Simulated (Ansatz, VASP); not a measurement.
Two plane-wave programs on WS2

The input INCAR:

```
PREC     = Accurate       # precision mode
ENCUT    = 600            # plane-wave cutoff, eV
EDIFF    = 1E-6           # SCF threshold, eV
ISMEAR   = 0              # smearing method
SIGMA    = 0.02           # smearing width, eV
LREAL    = False          # projectors in reciprocal space
LASPH    = True           # aspherical terms in the spheres
NELM     = 80             # most SCF steps
ALGO     = Normal         # electronic algorithm
ISIF     = 3              # what is computed and relaxed
LWAVE    = False          # write WAVECAR
LCHARG   = False          # write CHGCAR
GGA      = PE             # functional
IBRION   = 2              # ionic algorithm
NSW      = 80             # ionic steps
EDIFFG   = -0.01          # ionic threshold
```

The input KPOINTS:

```
Automatic mesh
0
Gamma
  12 12 2
```

POSCAR

```
WS2
1.0
    3.2314185602      0.0000000000      0.0000000000
   -1.6157092801      2.7984905634      0.0000000000
    0.0000000000      0.0000000000     15.0234827797
W S
2 4
Direct
    0.6666666667      0.3333333333      0.2500000000
    0.3333333333      0.6666666667      0.7500000000
    0.6666666667      0.3333333333      0.6444803424
    0.3333333333      0.6666666667      0.3555196576
    0.6666666667      0.3333333333      0.8555196576
    0.3333333333      0.6666666667      0.1444803424
```

Input for Ansatz:

```yaml
crystal:
  lattice:
    - [3.2314185602, 0.0, 0.0]
    - [-1.6157092801, 2.7984905634, 0.0]
    - [0.0, 0.0, 15.0234827797]
  atoms:
    - { symbol: W, position: [0.6666666667, 0.3333333333, 0.25] }
    - { symbol: W, position: [0.3333333333, 0.6666666667, 0.75] }
    - { symbol: S, position: [0.6666666667, 0.3333333333, 0.6444803424] }
    - { symbol: S, position: [0.3333333333, 0.6666666667, 0.3555196576] }
    - { symbol: S, position: [0.6666666667, 0.3333333333, 0.8555196576] }
    - { symbol: S, position: [0.3333333333, 0.6666666667, 0.1444803424] }
basis:
  ecutwfc: 420
kpoints:
  mp_grid: { grid: [12, 12, 2] }
hamiltonian:
  xc: pbe
scf:
  occupations: { method: gaussian, width: 0.02 }
output:
  forces: true
  stress: true
  eigenvalues: true
  write_density: true
  write_potential: true
  elf: true
  volumetric_format: npy
relax:
  adjacent_minimum: "off"
  f_tol: 0.01
  max_steps: 60
  cell: { stress_tol: 0.1 }
```

Alike in both runs: task relaxation of cell and atoms; functional PBE; k mesh 12 × 12 × 2; occupations gaussian, width 0.02 eV; no spin polarisation.

|  | VASP | Ansatz |
| --- | --- | --- |
| version | VASP 6.6.1 | Ansatz 0.2.0 |
| potentials or method | VASP PAW PBE potentials, release 64 (W_sv, S), cutoff 600 eV | scalar-relativistic, plane waves, PAW |
| valence electrons in the cell | 52 | 52 |

Ansatz gave:

```
gap on the k mesh at the Fermi level, each at its own relaxed structure (eV) : 1.64
relaxed volume (Å³/atom)                                                     : 22.01
relaxed cell length with the largest relative difference (Å)                 : 15.007
```

What did VASP give for the same quantities?

gap on the k mesh at the Fermi level, each at its own relaxed structure (eV): 1.66; relaxed volume (Å³/atom): 21.90; relaxed cell length with the largest relative difference (Å): 14.938.

Spin-orbit coupling is off throughout.
